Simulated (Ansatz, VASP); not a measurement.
**Ta4N3: VASP beside Ansatz**

```
Ta N
1.0
    -4.35714    0.00000    0.00000
     0.00000   -4.35714    0.00000
    -1.08929    1.08929    8.54535
Ta N
8 6
Direct
  0.34510 0.15490 0.61960
  0.97010 0.52990 0.11960
  0.77991 0.22009 0.88035
  0.40491 0.59509 0.38035
  0.47010 0.02990 0.11960
  0.84510 0.65490 0.61960
  0.28529 0.71471 0.85885
  0.91029 0.08971 0.35885
  0.40760 0.09240 0.36960
  0.78260 0.71740 0.86960
  0.84510 0.15490 0.61960
  0.47010 0.52990 0.11960
  0.90760 0.59240 0.36960
  0.28260 0.21740 0.86960
```

Alike in both runs: task single point; functional PBEsol; k mesh 9 × 9 × 5; occupations gaussian, width 0.15 eV; no spin polarisation.

|  | VASP | Ansatz |
| --- | --- | --- |
| version | VASP 6.6.1 | Ansatz 0.2.0 |
| potentials or method | VASP PAW PBE potentials, release 64 (Ta_pv, N), cutoff 520 eV | scalar-relativistic, plane waves, PAW |
| valence electrons in the cell | 118 | 134 |

```csv
,VASP,Ansatz,Ansatz less VASP
gap on the k mesh at the Fermi level (eV),none,none,-
pressure (GPa),6.5,5.7,-0.78
"traceless stress, the component that is largest in VASP (GPa)",10.08,10.10,+0.019
rms of the force components (eV/Å),1.052,1.053,+0.0012
```

VASP's potentials were made for PBE, not for PBEsol. Atom by atom the forces differ by 0.008 eV/Å (rms over components). A gap of «none» marks a metal or a gap that the smearing closes. The functional is the same, so the differences come from potentials, cutoffs and numerics. VASP's potentials hold 118 valence electrons a cell and Ansatz's 134, so a difference there can come from the potentials and not from the codes.

Neither program's run includes spin-orbit coupling.
